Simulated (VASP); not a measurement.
# Si9C8 (a cell with a defect) in VASP: molecular dynamics with r2SCAN+D3(BJ)

Aim: the molecular dynamics of Si9C8 (a cell with a defect) with r2SCAN+D3(BJ).

Program: VASP 6.6.1. These are calculated values, not measurements. Logs are shortened: lines on timing, memory, paths and dates and some standing lists are left out, and cuts for length are marked.

### 1 The cell of the first run

The cell holds a defect, 17 atoms: a = 6.157 Å, b = 6.157 Å, c = 6.157 Å, α = 60.00°, β = 60.00°, γ = 60.00°.

### 2 Molecular dynamics, r2SCAN+D3(BJ)

POSCAR

```
Si9C8
1.0
    0.0000000000      4.3539930000      4.3539930000
    4.3539930000      0.0000000000      4.3539930000
    4.3539930000      4.3539930000      0.0000000000
Si C
9 8
Direct
    0.1378789400      0.1383122700      0.1119881800
    0.1243816000      0.1251629200      0.6252914000
    0.1378794800      0.6118136200      0.1119902700
    0.1378879400      0.6118364800      0.6384297300
    0.6110155600      0.1383338200      0.1123129800
    0.6110583200      0.1383219100      0.6384353700
    0.6244752300      0.6251244300      0.1252667000
    0.6110604300      0.6121774900      0.6384356800
    0.8750662500      0.8749706000      0.3749938000
   -0.0007828200      0.0001884300      0.0003956800
   -0.0007652200      0.0001349600      0.5003441300
   -0.0044588100      0.5014439200      0.0015644200
   -0.0007671600      0.5002830500      0.5003410100
    0.5009501500     -0.0038369500      0.0014816200
    0.4997140900      0.0000374600      0.5002014300
    0.5009498500      0.5013987100      0.0014811800
    0.5009652400      0.5013604800      0.4963074300
```

INCAR.step1

```
PREC = Accurate
ENCUT = 520
ISMEAR = -1
SIGMA = 0.02
LREAL = Auto
LASPH = True
NELM = 60
ISYM = 0
GGA = PE
ALGO = Normal
EDIFF = 1E-4
LWAVE = True
LCHARG = False
```

INCAR.step2

```
PREC = Accurate
ENCUT = 520
EDIFF = 1E-5
ISMEAR = -1
SIGMA = 0.02
LREAL = Auto
LASPH = True
NELM = 60
ALGO = Normal
ISIF = 2
LWAVE = False
LCHARG = False
METAGGA = R2SCAN
LMIXTAU = True
IVDW = 12
VDW_S6 = 1.0
VDW_S8 = 0.78981345
VDW_A1 = 0.49484001
VDW_A2 = 5.73083694
IBRION = 0
NSW = 40
POTIM = 1.0
TEBEG = 1800.0
TEEND = 1800.0
ISYM = 0
NELMIN = 4
RANDOM_SEED = 669963 0 0
MDALGO = 1
ANDERSEN_PROB = 0.0
ISTART = 1
```

KPOINTS

```
regular mesh
0
Gamma
  2 2 2
```

Potentials or basis: VASP PAW PBE potentials, release 64 (Si, C).

Launch:

```sh
> cat potpaw_PBE.64/Si/POTCAR potpaw_PBE.64/C/POTCAR > POTCAR
> cp INCAR.step1 INCAR
> mpirun -np 1 vasp_std > vasp.out
> cp INCAR.step2 INCAR
> mpirun -np 1 vasp_std > vasp.out
```

OUTCAR:

```text
PREC = Accurate
   ENCUT = 520
   EDIFF = 1E-5
   ISMEAR = -1
   LREAL = Auto
   LASPH = True
   NELM = 60
   ISIF = 2
   METAGGA = R2SCAN
   IVDW = 12
   IBRION = 0
   NSW = 40
   POTIM = 1.0
   TEBEG = 1800.0
   ISYM = 0
   NELMIN = 4
   ISTART = 1
 IVDW          = 12

 ion  position               nearest neighbor table
   1  0.138  0.138  0.112-  14 1.83  12 1.83  11 1.95  10 1.95   9 2.29   5 2.91   6 2.91   3 2.92
                             4 2.92   7 3.08   2 3.08   2 3.08   7 3.08
   2  0.124  0.125  0.625-  10 1.89  13 1.89  11 1.89  15 1.89   5 3.08   6 3.08   8 3.08   3 3.08
                             1 3.08   4 3.08   4 3.08   1 3.08   3 3.08   8 3.08   6 3.08   5 3.08
   3  0.138  0.612  0.112-  16 1.83  12 1.83  13 1.95  10 1.95   9 2.29   5 2.91   8 2.91   1 2.92
                             4 2.92   7 3.08   2 3.08   2 3.08   7 3.08
   4  0.138  0.612  0.638-  17 1.83  12 1.83  13 1.95  11 1.95   9 2.29   6 2.91   8 2.91   1 2.92
                             3 2.92   7 3.08   2 3.08   2 3.08   7 3.08
   5  0.611  0.138  0.112-  16 1.83  14 1.83  15 1.95  10 1.95   9 2.29   3 2.91   1 2.91   8 2.92
                             6 2.92   2 3.08   7 3.08   7 3.08   2 3.08
   6  0.611  0.138  0.638-  17 1.83  14 1.83  15 1.95  11 1.95   9 2.29   4 2.91   1 2.91   8 2.92
                             5 2.92   2 3.08   7 3.08   7 3.08   2 3.08
   7  0.624  0.625  0.125-  16 1.87  14 1.87  17 1.87  12 1.87   4 3.08   3 3.08   1 3.08   6 3.08
                             8 3.08   5 3.08   5 3.08   8 3.08   6 3.08   1 3.08   3 3.08   4 3.08
   8  0.611  0.612  0.638-  17 1.83  16 1.83  15 1.95  13 1.95   9 2.29   4 2.91   3 2.91   6 2.92
                             5 2.92   2 3.08   7 3.08   7 3.08   2 3.08
   9  0.875  0.875  0.375-  10 1.88  11 1.88  13 1.88  15 1.89   1 2.29   3 2.29   4 2.29   5 2.29
                             6 2.29   8 2.29
  10  0.999  0.000  0.000-   9 1.88   2 1.89   5 1.95   3 1.95   1 1.95
  11  0.999  0.000  0.500-   9 1.88   2 1.89   6 1.95   4 1.95   1 1.95
  12  0.996  0.501  0.002-   1 1.83   3 1.83   4 1.83   7 1.87
  13  0.999  0.500  0.500-   9 1.88   2 1.89   8 1.95   4 1.95   3 1.95
  14  0.501  0.996  0.001-   6 1.83   5 1.83   1 1.83   7 1.87
  15  0.500  0.000  0.500-   2 1.89   9 1.89   8 1.95   6 1.95   5 1.95
  16  0.501  0.501  0.001-   8 1.83   5 1.83   3 1.83   7 1.87
  17  0.501  0.501  0.496-   6 1.83   8 1.83   4 1.83   7 1.87

IMPORTANT INFORMATION: All symmetrisations will be switched off!
NOSYMM: (Re-)initialisation of all symmetry stuff for point group C_1.

----------------------------------------------------------------------------------------

                                     Primitive cell

  volume of cell :     165.0795

  direct lattice vectors                    reciprocal lattice vectors
     0.000000000  4.353993000  4.353993000    -0.114837116  0.114837116  0.114837116
     4.353993000  0.000000000  4.353993000     0.114837116 -0.114837116  0.114837116
     4.353993000  4.353993000  0.000000000     0.114837116  0.114837116 -0.114837116

  length of vectors
     6.157475951  6.157475951  6.157475951     0.198903720  0.198903720  0.198903720

  position of ions in fractional coordinates (direct lattice)
     0.137878940  0.138312270  0.111988180
     0.124381600  0.125162920  0.625291400
     0.137879480  0.611813620  0.111990270
     0.137887940  0.611836480  0.638429730
     0.611015560  0.138333820  0.112312980
     0.611058320  0.138321910  0.638435370
[... 9 lines left out ...]
     0.500949850  0.501398710  0.001481180
     0.500965240  0.501360480  0.496307430

  ion indices of the primitive-cell ions
   primitive index   ion index
                 1           1
                 2           2
                 3           3
                 4           4
                 5           5
                 6           6
[... 9 lines left out ...]
                16          16
                17          17

----------------------------------------------------------------------------------------

 KPOINTS: regular mesh

Automatic generation of k-mesh.
 Grid dimensions read from file:
 generate k-points for:    2    2    2

 Generating k-lattice:

  Cartesian coordinates                     Fractional coordinates (reciprocal lattice)
    -0.057418558  0.057418558  0.057418558     0.500000000  0.000000000  0.000000000
     0.057418558 -0.057418558  0.057418558     0.000000000  0.500000000  0.000000000
     0.057418558  0.057418558 -0.057418558     0.000000000  0.000000000  0.500000000

  Length of vectors
     0.099451860  0.099451860  0.099451860

  Shift w.r.t. Gamma in fractional coordinates (k-lattice)
     0.000000000  0.000000000  0.000000000

 Subroutine IBZKPT returns following result:
 ===========================================

 Found      8 irreducible k-points:

 Following reciprocal coordinates:
            Coordinates               Weight
  0.000000  0.000000  0.000000      1.000000
  0.500000  0.000000  0.000000      1.000000
  0.000000  0.500000  0.000000      1.000000
  0.000000  0.000000  0.500000      1.000000
  0.500000  0.500000  0.500000      1.000000
  0.500000  0.500000  0.000000      1.000000
  0.000000  0.500000  0.500000      1.000000
  0.500000  0.000000  0.500000      1.000000
   k-points           NKPTS =      8   k-points in BZ     NKDIM =      8   number of bands    NBANDS=     43
   number of dos      NEDOS =    301   number of ions     NIONS =     17
   total plane-waves  NPLWV = 110592
   dimension x,y,z NGX =    48 NGY =   48 NGZ =   48
   dimension x,y,z NGXF=    96 NGYF=   96 NGZF=   96
   ions per type =               9   8
   NGX,Y,Z   is equivalent  to a cutoff of  12.96, 12.96, 12.96 a.u.
   NGXF,Y,Z  is equivalent  to a cutoff of  25.92, 25.92, 25.92 a.u.
 SYSTEM =  unknown system
   PREC   = accura    normal or accurate (medium, high low for compatibility)
   ISTART =      1    job   : 0-new  1-cont  2-samecut
   ICHARG =      0    charge: 1-file 2-atom 10-const
   ISPIN  =      1    spin polarized calculation?
   LNONCOLLINEAR =      F non collinear calculations
   LSORBIT =      F    spin-orbit coupling
   LASPH  =      T    aspherical Exc in radial PAW
   ENCUT  =  520.0 eV  38.22 Ry    6.18 a.u.  11.45 11.45 11.45*2*pi/ulx,y,z
   NELM   =     60;   NELMIN=  4; NELMDL=  0     # of ELM steps
   EDIFF  = 0.1E-04   stopping-criterion for ELM
   LREAL  =      T    real-space projection
   EDIFFG = 0.1E-03   stopping-criterion for IOM
   NSW    =     40    number of steps for IOM
   IBRION =      0    ionic relax: 0-MD 1-quasi-New 2-CG
   NFREE  =      0    steps in history (QN), initial steepest desc. (CG)
   ISIF   =      2    stress and relaxation
   ISYM   =      0    0-nonsym 1-usesym 2-fastsym
   POTIM  = 1.0000    time-step for ionic-motion
   TEBEG  = 1800.0;   TEEND  =1800.0 temperature during run
   PSTRESS=    0.0 pullay stress
   NELECT =      68.0000    total number of electrons
   NUPDOWN=      -1.0000    fix difference up-down
   EMIN   =  10.00;   EMAX   =-10.00  energy-range for DOS
   EFERMI =   0.00;   METHOD = LEGACY
   ISMEAR =    -1;   SIGMA  =   0.02  broadening in eV -4-tet -1-fermi 0-gaus
   EFERMI_NEDOS =   21; number of points for ismear=-14 and -15
   IALGO  =     38    algorithm
   IMIX   =      4    mixing-type and parameters
     AMIX     =   0.40;   BMIX     =  1.00
     AMIX_MAG =   1.60;   BMIX_MAG =  1.00
  volume/ion in A,a.u.               =       9.71        65.53
  Fermi-wavevector in a.u.,A,eV,Ry     =   1.218092  2.301860 20.187617  1.483748
  Thomas-Fermi vector in A             =   2.353390
   LORBIT       =      0    0 simple, 1 ext, 2 COOP (PROOUT), +10 PAW based schemes
   METAGGA = R2SCAN    functional components
   LHFCALC =     F    Hartree Fock is set to
   AEXX    =    0.0000 exact exchange contribution
   IVDW    =    12    specifies the selected vdW correction
   LEPSILON=     F    determine dielectric tensor
   LRPA    =     F    only Hartree local field effects (RPA)
 molecular dynamics for ions
 non-spin polarized calculation
  energy-cutoff  :      520.00
  volume of cell :      165.08
 maximum number of plane-waves:      4477
 NGX is ok and might be reduce to    48
   NGX = 23   NGY = 23   NGZ = 23

--------------------------------------- Ionic step        1  -------------------------------------------

 number of electron      68.0000003 magnetization

 Free energy of the ion-electron system (eV)
  ---------------------------------------------------
  ext. energy  EPLUGINS =         0.00000000
  ---------------------------------------------------
  free energy    TOTEN  =      -151.52010237 eV

  energy without entropy =     -151.51889179  energy(sigma->0) =     -151.51949708

------------------------ aborting loop because EDIFF is reached ----------------------------------------

 Edisp (eV)   -2.68177

 E8    (eV) :    -0.7702

  FORCE on cell =-STRESS in cart. coord.  units (eV):
  Direction    XX          YY          ZZ          XY          YZ          ZX
  --------------------------------------------------------------------------------------
  -------------------------------------------------------------------------------------
  Total      13.91763    13.91155    13.91833     0.02397    -0.02480     0.01905
  in kB     135.07739   135.01838   135.08419     0.23268    -0.24070     0.18486
  external pressure =      135.06 kB  Pullay stress =        0.00 kB

 VOLUME and BASIS-vectors are now :
 -----------------------------------------------------------------------------
  energy-cutoff  :      520.00
  volume of cell :      165.08
      direct lattice vectors                 reciprocal lattice vectors
     0.000000000  4.353993000  4.353993000    -0.114837116  0.114837116  0.114837116
     4.353993000  0.000000000  4.353993000     0.114837116 -0.114837116  0.114837116
     4.353993000  4.353993000  0.000000000     0.114837116  0.114837116 -0.114837116
[... 157 lines left out ...]
  energy  without entropy=     -153.9272536196  energy(sigma->0) =     -153.93134888

  ENERGY OF THE ELECTRON-ION-THERMOSTAT SYSTEM (eV)
  ---------------------------------------------------
% ion-electron   TOTEN  =      -153.935444  see above
  kinetic energy EKIN   =         3.457854
  kin. lattice  EKIN_LAT=         0.000000  (temperature 1671.94 K)
  nose potential ES     =         0.000000
  nose kinetic   EPS    =         0.000000
  ---------------------------------------------------
  total energy   ETOTAL =      -150.477590 eV

[... ionic steps 4 to 37 ...]

--------------------------------------- Ionic step       38  -------------------------------------------

 number of electron      68.0000000 magnetization

------------------------ aborting loop because EDIFF is reached ----------------------------------------

 Edisp (eV)   -2.68212

 E8    (eV) :    -0.7704

  FORCE on cell =-STRESS in cart. coord.  units (eV):
  Direction    XX          YY          ZZ          XY          YZ          ZX
  --------------------------------------------------------------------------------------
  -------------------------------------------------------------------------------------
  Total      18.12437    15.90033    17.46140    -0.65742     2.96684     3.00363
  in kB     175.90587   154.32047   169.47142    -6.38055    28.79460    29.15167
  external pressure =      166.57 kB  Pullay stress =        0.00 kB
[... 103 lines left out ...]
  ENERGY OF THE ELECTRON-ION-THERMOSTAT SYSTEM (eV)
  ---------------------------------------------------
% ion-electron   TOTEN  =      -152.753588  see above
  kinetic energy EKIN   =         2.283350
  kin. lattice  EKIN_LAT=         0.000000  (temperature 1104.04 K)
  nose potential ES     =         0.000000
  nose kinetic   EPS    =         0.000000
  ---------------------------------------------------
  total energy   ETOTAL =      -150.470237 eV

--------------------------------------- Ionic step       40  -------------------------------------------

 number of electron      68.0000000 magnetization

 Free energy of the ion-electron system (eV)
  ---------------------------------------------------
  ext. energy  EPLUGINS =         0.00000000
  ---------------------------------------------------
  free energy    TOTEN  =      -150.17387538 eV

  energy without entropy =     -150.16063441  energy(sigma->0) =     -150.16725490

 E-fermi :  11.9719     XC(G=0): -12.3985

 val. band max:       11.9705531375   @ k =   0.5000   0.5000   0.5000
 cond. band min:      11.9950558543   @ k =   0.5000   0.5000   0.0000
 fundamental gap:      0.0245027169
 Fermi energy:        11.9719354521

 k-point     1 :       0.0000    0.0000    0.0000
  band No.  band energies     occupation
      1      -8.2638      2.00000
      2      -5.0321      2.00000
      3      -4.7198      2.00000
      4      -4.3319      2.00000
      5      -3.9112      2.00000
      6      -3.1842      2.00000
[... 405 lines left out ...]
  FREE ENERGIE OF THE ION-ELECTRON SYSTEM (eV)
  ---------------------------------------------------
  free  energy   TOTEN  =      -152.8560010368 eV

  energy  without entropy=     -152.8427600606  energy(sigma->0) =     -152.84938055

  ENERGY OF THE ELECTRON-ION-THERMOSTAT SYSTEM (eV)
  ---------------------------------------------------
% ion-electron   TOTEN  =      -152.856001  see above
  kinetic energy EKIN   =         2.385540
  kin. lattice  EKIN_LAT=         0.000000  (temperature 1153.45 K)
  nose potential ES     =         0.000000
  nose kinetic   EPS    =         0.000000
  ---------------------------------------------------
  total energy   ETOTAL =      -150.470461 eV
```

Wall time 1.9 h (1 thread of Oxide Virtual Turin-like, shared host); peak memory 0.42 GiB.

What came out:

- Dispersion energy per atom: -0.158 eV

Step by step:
| step | potential energy change (eV) | largest force (eV/Å) | pressure (GPa) | volume (Å³) | temperature (K) |
| --- | --- | --- | --- | --- | --- |
| 1 | 0.0000 | 0.0391 | 13.51 | 165.08 | 1800 |
| 2 | 0.0677 | 1.1709 | 13.64 | 165.08 | 1767 |
| 3 | 0.2664 | 2.3302 | 14.12 | 165.08 | 1672 |
| 4 | 0.5752 | 3.3949 | 15.00 | 165.08 | 1524 |
| 5 | 0.9610 | 4.5771 | 16.06 | 165.08 | 1338 |
| 6 | 1.3868 | 5.6668 | 17.09 | 165.08 | 1133 |
| 7 | 1.8082 | 6.5753 | 18.04 | 165.08 | 931 |
| 8 | 2.1786 | 7.1832 | 18.85 | 165.08 | 753 |
| 9 | 2.4577 | 7.3971 | 19.45 | 165.08 | 619 |
| 10 | 2.6217 | 7.2534 | 19.81 | 165.08 | 540 |
| 11 | 2.6666 | 7.0136 | 19.91 | 165.08 | 517 |
| 12 | 2.6068 | 6.5745 | 19.79 | 165.08 | 545 |
| 13 | 2.4703 | 6.0095 | 19.49 | 165.08 | 610 |
| 14 | 2.2903 | 5.3948 | 19.10 | 165.08 | 697 |
| 15 | 2.0984 | 4.7812 | 18.64 | 165.08 | 789 |
| 16 | 1.9206 | 4.1932 | 18.19 | 165.08 | 874 |
| 17 | 1.7754 | 3.6541 | 17.79 | 165.08 | 944 |
| 18 | 1.6745 | 3.4872 | 17.46 | 165.08 | 993 |
| 19 | 1.6231 | 3.3159 | 17.21 | 165.08 | 1018 |
| 20 | 1.6209 | 3.2885 | 17.07 | 165.08 | 1019 |
| 21 | 1.6635 | 3.4121 | 17.03 | 165.08 | 999 |
| 22 | 1.7429 | 3.4560 | 17.12 | 165.08 | 961 |
| 23 | 1.8485 | 3.7028 | 17.30 | 165.08 | 910 |
| 24 | 1.9694 | 3.9584 | 17.52 | 165.08 | 852 |
| 25 | 2.0951 | 4.1284 | 17.71 | 165.08 | 792 |
| 26 | 2.2171 | 4.1752 | 17.89 | 165.08 | 733 |
| 27 | 2.3269 | 4.0764 | 18.05 | 165.08 | 680 |
| 28 | 2.4164 | 4.2418 | 18.18 | 165.08 | 637 |
| 29 | 2.4782 | 4.6455 | 18.25 | 165.08 | 607 |
| 30 | 2.5065 | 5.0423 | 18.28 | 165.08 | 594 |
| 31 | 2.4965 | 5.3681 | 18.24 | 165.08 | 599 |
| 32 | 2.4459 | 5.5771 | 18.13 | 165.08 | 623 |
| 33 | 2.3555 | 5.6190 | 17.96 | 165.08 | 667 |
| 34 | 2.2297 | 5.4797 | 17.73 | 165.08 | 728 |
| 35 | 2.0773 | 5.1668 | 17.47 | 165.08 | 801 |
| 36 | 1.9098 | 4.7011 | 17.18 | 165.08 | 882 |
| 37 | 1.7405 | 4.1322 | 16.91 | 165.08 | 963 |
| 38 | 1.5828 | 3.4867 | 16.66 | 165.08 | 1039 |
| 39 | 1.4483 | 2.9437 | 16.44 | 165.08 | 1104 |
| 40 | 1.3459 | 3.1835 | 16.29 | 165.08 | 1153 |

Caveat: the k points lie up to 0.62 Å⁻¹ apart; the PAW data sets were made with another functional, which shifts forces and pressure a little.
